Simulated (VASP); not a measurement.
# Cu (Fm-3m) in VASP: a series of runs

The runs below take Cu through single point, relaxation of cell and atoms, with LDA.

Program: VASP 6.6.1. These are calculated values, not measurements. Logs are shortened: lines on timing, memory, paths and dates and some standing lists are left out, and cuts for length are marked.

## (1) The cell of the first run

Symmetry: Fm-3m, No. 225, cubic system. The conventional cell has a = 3.518 Å, b = 3.518 Å, c = 3.518 Å, α = 90.00°, β = 90.00°, γ = 90.00°. Cu (site symmetry m-3m) has 12 Cu at 2.49 Å within 3.3 Å.

## (2) Single point, LDA

Contents of INCAR:

```
  PREC = Accurate
  ENCUT = 520
  EDIFF = 1E-6
  ISMEAR = 0
  SIGMA = 0.1
  LREAL = F
  LASPH = T
  NELM = 100
  ALGO = Fast
  ISIF = 2
  LWAVE = F
  LCHARG = F
  NBANDS = 12
```

Contents of KPOINTS:

```
Automatic mesh
0
Gamma
  38 38 38
```

Contents of POSCAR:

```
Cu
1.0
    0.0000000000      1.7589526030      1.7589526030
    1.7589526030      0.0000000000      1.7589526030
    1.7589526030      1.7589526030      0.0000000000
Cu
1
Direct
    0.0000000000      0.0000000000      0.0000000000
```

Potentials or basis: VASP PAW LDA potentials, release 64 (Cu).

Started as:

```sh
$ cat potpaw_LDA.64/Cu/POTCAR > POTCAR
$ mpirun -np 1 vasp_std > vasp.out
```

OUTCAR:

```text
PREC = Accurate
   ENCUT = 520
   EDIFF = 1E-6
   ISMEAR = 0
   LREAL = F
   LASPH = T
   NELM = 100
   ISIF = 2

 ion  position               nearest neighbor table
   1  0.000  0.000  0.000-

  LATTYP: Found a face centered cubic cell.
 ALAT       =     3.5179052060

  Lattice vectors:

 A1 = (   0.0000000000,   1.7589526030,   1.7589526030)
 A2 = (   1.7589526030,   0.0000000000,   1.7589526030)
 A3 = (   1.7589526030,   1.7589526030,   0.0000000000)

Analysis of symmetry for initial positions (statically):
=====================================================================
 Subroutine PRICEL returns:
 Original cell was already a primitive cell.

 Routine SETGRP: Setting up the symmetry group for a
 face centered cubic supercell.

 Subroutine GETGRP returns: Found 48 space group operations
 (whereof 48 operations were pure point group operations)
 out of a pool of 48 trial point group operations.

The static configuration has the point symmetry O_h .

Analysis of symmetry for dynamics (positions and initial velocities):
=====================================================================
 Subroutine PRICEL returns:
 Original cell was already a primitive cell.

 Routine SETGRP: Setting up the symmetry group for a
 face centered cubic supercell.

 Subroutine GETGRP returns: Found 48 space group operations
 (whereof 48 operations were pure point group operations)
 out of a pool of 48 trial point group operations.

The dynamic configuration has the point symmetry O_h .

 Subroutine INISYM returns: Found 48 space group operations
 (whereof 48 operations are pure point group operations),
 and found     1 'primitive' translations

----------------------------------------------------------------------------------------

                                     Primitive cell

  volume of cell :      10.8841

  direct lattice vectors                    reciprocal lattice vectors
     0.000000000  1.758952603  1.758952603    -0.284260076  0.284260076  0.284260076
     1.758952603  0.000000000  1.758952603     0.284260076 -0.284260076  0.284260076
     1.758952603  1.758952603  0.000000000     0.284260076  0.284260076 -0.284260076

  length of vectors
     2.487534627  2.487534627  2.487534627     0.492352894  0.492352894  0.492352894

  position of ions in fractional coordinates (direct lattice)
     0.000000000  0.000000000  0.000000000

  ion indices of the primitive-cell ions
   primitive index   ion index
                 1           1

----------------------------------------------------------------------------------------

 KPOINTS: Automatic mesh

Automatic generation of k-mesh.
 Grid dimensions read from file:
 generate k-points for:   38   38   38

 Generating k-lattice:

  Cartesian coordinates                     Fractional coordinates (reciprocal lattice)
    -0.007480528  0.007480528  0.007480528     0.026315789  0.000000000  0.000000000
     0.007480528 -0.007480528  0.007480528     0.000000000  0.026315789  0.000000000
     0.007480528  0.007480528 -0.007480528     0.000000000  0.000000000  0.026315789

  Length of vectors
     0.012956655  0.012956655  0.012956655

  Shift w.r.t. Gamma in fractional coordinates (k-lattice)
     0.000000000  0.000000000  0.000000000

 Subroutine IBZKPT returns following result:
 ===========================================

 Found   1440 irreducible k-points:

 Following reciprocal coordinates:
            Coordinates               Weight
  0.000000  0.000000  0.000000      1.000000
  0.026316  0.000000  0.000000      8.000000
  0.052632  0.000000  0.000000      8.000000
  0.078947  0.000000  0.000000      8.000000
  0.105263  0.000000  0.000000      8.000000
  0.131579  0.000000  0.000000      8.000000
[... 16 lines left out ...]
  0.078947  0.026316  0.000000     24.000000
  0.105263  0.026316  0.000000     24.000000
 [... further k-points ...]
   k-points           NKPTS =   1440   k-points in BZ     NKDIM =   1440   number of bands    NBANDS=     12
   number of dos      NEDOS =    301   number of ions     NIONS =      1
   total plane-waves  NPLWV =   8000
   dimension x,y,z NGX =    20 NGY =   20 NGZ =   20
   dimension x,y,z NGXF=    40 NGYF=   40 NGZF=   40
   ions per type =               1
   NGX,Y,Z   is equivalent  to a cutoff of  13.37, 13.37, 13.37 a.u.
   NGXF,Y,Z  is equivalent  to a cutoff of  26.73, 26.73, 26.73 a.u.
 SYSTEM =  unknown system
   PREC   = accura    normal or accurate (medium, high low for compatibility)
   ISTART =      0    job   : 0-new  1-cont  2-samecut
   ICHARG =      2    charge: 1-file 2-atom 10-const
   ISPIN  =      1    spin polarized calculation?
   LNONCOLLINEAR =      F non collinear calculations
   LSORBIT =      F    spin-orbit coupling
   LASPH  =      T    aspherical Exc in radial PAW
   ENCUT  =  520.0 eV  38.22 Ry    6.18 a.u.   4.63  4.63  4.63*2*pi/ulx,y,z
   NELM   =    100;   NELMIN=  2; NELMDL= -5     # of ELM steps
   EDIFF  = 0.1E-05   stopping-criterion for ELM
   LREAL  =      F    real-space projection
   EDIFFG = 0.1E-04   stopping-criterion for IOM
   NSW    =      0    number of steps for IOM
   IBRION =     -1    ionic relax: 0-MD 1-quasi-New 2-CG
   NFREE  =      0    steps in history (QN), initial steepest desc. (CG)
   ISIF   =      2    stress and relaxation
   ISYM   =      2    0-nonsym 1-usesym 2-fastsym
   POTIM  = 0.5000    time-step for ionic-motion
   TEBEG  =    0.0;   TEEND  =   0.0 temperature during run
   PSTRESS=    0.0 pullay stress
   NELECT =      11.0000    total number of electrons
   NUPDOWN=      -1.0000    fix difference up-down
   EMIN   =  10.00;   EMAX   =-10.00  energy-range for DOS
   EFERMI =   0.00;   METHOD = LEGACY
   ISMEAR =     0;   SIGMA  =   0.10  broadening in eV -4-tet -1-fermi 0-gaus
   EFERMI_NEDOS =   21; number of points for ismear=-14 and -15
   IALGO  =     68    algorithm
   IMIX   =      4    mixing-type and parameters
     AMIX     =   0.40;   BMIX     =  1.00
     AMIX_MAG =   1.60;   BMIX_MAG =  1.00
  volume/ion in A,a.u.               =      10.88        73.45
  Fermi-wavevector in a.u.,A,eV,Ry     =   1.642889  3.104610 36.723277  2.699085
  Thomas-Fermi vector in A             =   2.733116
   LORBIT       =      0    0 simple, 1 ext, 2 COOP (PROOUT), +10 PAW based schemes
   GGA     = CA    functional components
   LHFCALC =     F    Hartree Fock is set to
   AEXX    =    0.0000 exact exchange contribution
   IVDW    =     0    specifies the selected vdW correction
   LEPSILON=     F    determine dielectric tensor
   LRPA    =     F    only Hartree local field effects (RPA)
 non-spin polarized calculation
 RMM-DIIS sequential band-by-band and
 Gauss-broadening in eV      SIGMA  =   0.10
  energy-cutoff  :      520.00
  volume of cell :       10.88
 maximum number of plane-waves:       305
   NGX =  9   NGY =  9   NGZ =  9

 number of electron      10.9999998 magnetization

 Free energy of the ion-electron system (eV)
  ---------------------------------------------------
  ext. energy  EPLUGINS =         0.00000000
  ---------------------------------------------------
  free energy    TOTEN  =        -4.70832070 eV

  energy without entropy =       -4.70700192  energy(sigma->0) =       -4.70766131

 E-fermi :   8.4409     XC(G=0): -13.5871

 val. band max:        8.4346241609   @ k =  -0.3684   0.1579   0.0263
 cond. band min:       8.4472051073   @ k =  -0.4737   0.1316   0.0526
 fundamental gap:      0.0125809463
 Fermi energy:         8.4409387520

 k-point     1 :       0.0000    0.0000    0.0000
  band No.  band energies     occupation
      1      -1.5798      2.00000
      2       5.0686      2.00000
      3       5.0686      2.00000
      4       5.0686      2.00000
      5       6.0189      2.00000
      6       6.0189      2.00000
      7      31.7323      0.00000
      8      34.8555      0.00000
      9      34.8555      0.00000
     10      34.8555      0.00000
     11      37.4737      0.00000
     12      37.4737      0.00000

 k-point     2 :       0.0263    0.0000    0.0000
  band No.  band energies     occupation
      1      -1.5530      2.00000
      2       5.0623      2.00000
      3       5.0742      2.00000
      4       5.0742      2.00000
      5       6.0166      2.00000
      6       6.0166      2.00000
      7      31.6351      0.00000
      8      34.3198      0.00000
      9      34.7612      0.00000
     10      34.7612      0.00000
     11      37.6041      0.00000
     12      37.6043      0.00000

 k-point     3 :       0.0526    0.0000    0.0000
  band No.  band energies     occupation
      1      -1.4727      2.00000
      2       5.0438      2.00000
      3       5.0905      2.00000
      4       5.0905      2.00000
      5       6.0099      2.00000
      6       6.0099      2.00000
      7      31.2409      0.00000
      8      33.4526      0.00000
      9      34.5230      0.00000
     10      34.5230      0.00000
     11      37.9486      0.00000
     12      37.9486      0.00000

 k-point     4 :       0.0789    0.0000    0.0000
  band No.  band energies     occupation
      1      -1.3396      2.00000
      2       5.0143      2.00000
      3       5.1161      2.00000
      4       5.1161      2.00000
      5       6.0004      2.00000
      6       6.0004      2.00000
      7      30.3651      0.00000
      8      32.8992      0.00000
      9      34.2159      0.00000
     10      34.2159      0.00000
     11      38.4233      0.00000
     12      38.4255      0.00000

 k-point     5 :       0.1053    0.0000    0.0000
  band No.  band energies     occupation
      1      -1.1547      2.00000
      2       4.9758      2.00000
      3       5.1485      2.00000
      4       5.1485      2.00000
      5       5.9904      2.00000
      6       5.9904      2.00000
      7      29.1333      0.00000
      8      32.6436      0.00000
      9      33.8896      0.00000
     10      33.8896      0.00000
     11      38.9561      0.00000
     12      38.9859      0.00000

 k-point     6 :       0.1316    0.0000    0.0000
  band No.  band energies     occupation
      1      -0.9201      2.00000
      2       4.9311      2.00000
      3       5.1837      2.00000
      4       5.1837      2.00000
      5       5.9836      2.00000
      6       5.9836      2.00000
      7      27.7665      0.00000
      8      32.4936      0.00000
      9      33.5692      0.00000
     10      33.5692      0.00000
     11      39.3348      0.00000
     12      39.4624      0.00000

 k-point     7 :       0.1579    0.0000    0.0000
  band No.  band energies     occupation
      1      -0.6380      2.00000
      2       4.8839      2.00000
      3       5.2169      2.00000
      4       5.2169      2.00000
      5       5.9845      2.00000
      6       5.9845      2.00000
      7      26.3625      0.00000
      8      32.3602      0.00000
      9      33.2669      0.00000
     10      33.2669      0.00000
     11      39.3173      0.00000
     12      39.7701      0.00000

 k-point     8 :       0.1842    0.0000    0.0000
  band No.  band energies     occupation
      1      -0.3123      2.00000
      2       4.8389      2.00000
      3       5.2424      2.00000
      4       5.2424      2.00000
      5       5.9984      2.00000
      6       5.9984      2.00000
      7      24.9584      0.00000
      8      32.2103      0.00000
      9      32.9885      0.00000
     10      32.9885      0.00000
     11      39.3170      0.00000
     12      39.6446      0.00000
[... 166 lines left out ...]
 k-point    20 :       0.5000    0.0000    0.0000
  band No.  band energies     occupation
      1       2.8051      2.00000
      2       5.0350      2.00000
      3       5.0350      2.00000
      4       6.6631      2.00000
      5       6.6631      2.00000
      6       7.1843      2.00000
      7      12.5607      0.00000
      8      30.2114      0.00000
      9      31.6174      0.00000
     10      31.6174      0.00000
     11      34.6865      0.00000
     12      34.6865      0.00000

 k-point    21 :       0.0263    0.0263    0.0000
  band No.  band energies     occupation
      1      -1.5440      2.00000
      2       5.0570      2.00000
      3       5.0777      2.00000
      4       5.0777      2.00000
      5       6.0084      2.00000
      6       6.0231      2.00000
      7      31.6177      0.00000
      8      34.4282      0.00000
      9      34.4282      0.00000
     10      34.6952      0.00000
     11      37.6654      0.00000
     12      37.9106      0.00000

 k-point    22 :       0.0526    0.0263    0.0000
  band No.  band energies     occupation
      1      -1.4815      2.00000
      2       5.0409      2.00000
      3       5.0908      2.00000
      4       5.0920      2.00000
      5       5.9958      2.00000
      6       6.0251      2.00000
      7      31.3713      0.00000
      8      33.6261      0.00000
      9      34.0363      0.00000
     10      34.7523      0.00000
     11      37.7118      0.00000
     12      38.3478      0.00000

 k-point    23 :       0.0789    0.0263    0.0000
  band No.  band energies     occupation
      1      -1.3661      2.00000
      2       5.0146      2.00000
      3       5.1128      2.00000
      4       5.1159      2.00000
      5       5.9797      2.00000
      6       6.0237      2.00000
      7      30.7001      0.00000
      8      32.8878      0.00000
      9      33.6328      0.00000
     10      34.7854      0.00000
     11      37.8289      0.00000
     12      38.8640      0.00000

 k-point    24 :       0.1053    0.0263    0.0000
  band No.  band energies     occupation
      1      -1.1985      2.00000
      2       4.9789      2.00000
      3       5.1426      2.00000
      4       5.1470      2.00000
      5       5.9624      2.00000
      6       6.0209      2.00000
      7      29.5772      0.00000
      8      32.5024      0.00000
      9      33.2408      0.00000
     10      34.7313      0.00000
     11      38.0232      0.00000
     12      39.4584      0.00000

 [... further k-points ...]
[... 5 lines left out ...]
  --------------------------------------------------------------------------------------
  -------------------------------------------------------------------------------------
  Total        0.0800866      0.0800866      0.0800866      0.0000000     -0.0000000     -0.0000000
  in kB       11.7890282     11.7890282     11.7890282      0.0000000     -0.0000000     -0.0000000
  external PRESSURE =      11.7890282 kB  Pullay stress =       0.0000000 kB

 VOLUME and BASIS-vectors are now :
 -----------------------------------------------------------------------------
  energy-cutoff  :      520.00
  volume of cell :       10.88
      direct lattice vectors                 reciprocal lattice vectors
     0.000000000  1.758952603  1.758952603    -0.284260076  0.284260076  0.284260076
     1.758952603  0.000000000  1.758952603     0.284260076 -0.284260076  0.284260076
     1.758952603  1.758952603  0.000000000     0.284260076  0.284260076 -0.284260076

 POSITION                                       TOTAL-FORCE (eV/Angst)
 -----------------------------------------------------------------------------------
      0.00000      0.00000      0.00000         0.000000      0.000000      0.000000
 -----------------------------------------------------------------------------------
    total drift:                                0.000000      0.000000      0.000000

  FREE ENERGIE OF THE ION-ELECTRON SYSTEM (eV)
  ---------------------------------------------------
  free  energy   TOTEN  =        -4.7083207020 eV

  energy  without entropy=       -4.7070019196  energy(sigma->0) =       -4.70766131
```

It took 78 s on 1 thread of Intel Xeon 6975P-C (Granite Rapids), shared host; peak memory 0.28 GiB.

What came out:

- Free energy: -4.7083 eV
- Pressure: 1.2 GPa
- Band gap on the k mesh: zero (an odd number of electrons rules out a gap without spin polarisation)

## (3) Relaxation of cell and atoms, LDA

This run uses another cell than the first one, of 11.76 Å³/atom.

Contents of INCAR:

```
SYSTEM = Cu
PREC = Accurate ; ENCUT = 600
EDIFF = 1E-6 ; ISMEAR = 0
SIGMA = 0.1 ; LREAL = .False.
LASPH = .True. ; NELM = 60
ALGO = Fast ; ISIF = 3
LWAVE = .False. ; LCHARG = .False.
IBRION = 2 ; NSW = 80
EDIFFG = -0.003
```

Contents of KPOINTS:

```
regular mesh
0
Gamma
  38 38 38
  0 0 0
```

Contents of POSCAR:

```
Cu
1.0
    0.0000000000      1.8050000000      1.8050000000
    1.8050000000      0.0000000000      1.8050000000
    1.8050000000      1.8050000000      0.0000000000
Cu
1
Direct
    0.0000000000      0.0000000000      0.0000000000
```

Potentials or basis: VASP PAW LDA potentials, release 64 (Cu).

Started as:

```sh
$ cat potpaw_LDA.64/Cu/POTCAR > POTCAR
$ mpirun -np 1 vasp_std > vasp.out
```

It took 4.2 min on 1 thread of Intel Xeon 6975P-C (Granite Rapids), shared host; peak memory 0.33 GiB.

It converged, with:

| Quantity | Value |
| --- | --- |
| Free energy | -4.7089 eV |
| Relaxed volume | 10.94 Å³/atom |
| Relaxed cell | a = 2.492 Å, b = 2.492 Å, c = 2.492 Å, α = 60.00°, β = 60.00°, γ = 60.00° |
| Space group after relaxing (to 0.1 Å) | Fm-3m (No. 225) |
| Energy gained by relaxing | 31.1 meV/atom |
| Ionic steps | 6 |
| Pressure after relaxing | 0.0 GPa |
| Band gap on the k mesh | zero (an odd number of electrons rules out a gap without spin polarisation) |

The path:
| step | energy change (eV) | largest force (eV/Å) | pressure (GPa) | volume (Å³) |
| --- | --- | --- | --- | --- |
| 1 | 0.0000 | 0.0000 | -11.21 | 11.76 |
| 2 | -0.0155 | 0.0000 | 10.30 | 10.42 |
| 3 | -0.0311 | 0.0000 | -0.33 | 10.94 |
| 4 | -0.0311 | 0.0000 | 0.84 | 10.92 |
| 5 | -0.0309 | 0.0000 | -1.35 | 11.00 |
| 6 | -0.0311 | 0.0000 | -0.01 | 10.94 |

Final structure:
```
Cu
1.0
     0.00000    1.76213    1.76213
     1.76213    0.00000    1.76213
     1.76213    1.76213    0.00000
Cu
1
Cartesian
  0.0000 1.7621 1.7621
```

Levels at points of the mesh, in eV from the Fermi level:
```
           k point  band 3  band 4  band 5  band 6  band 7  band 8  band 9
(0.00, 0.00, 0.00)   -3.35   -3.35   -2.41   -2.41   23.25   26.33   26.33
(0.50, 0.00, 0.00)   -3.39   -1.77   -1.77   -1.24    4.09   21.73   23.09
(0.50, 0.50, 0.00)   -1.79   -1.61   -1.61    1.40    7.63   13.57   13.57
```
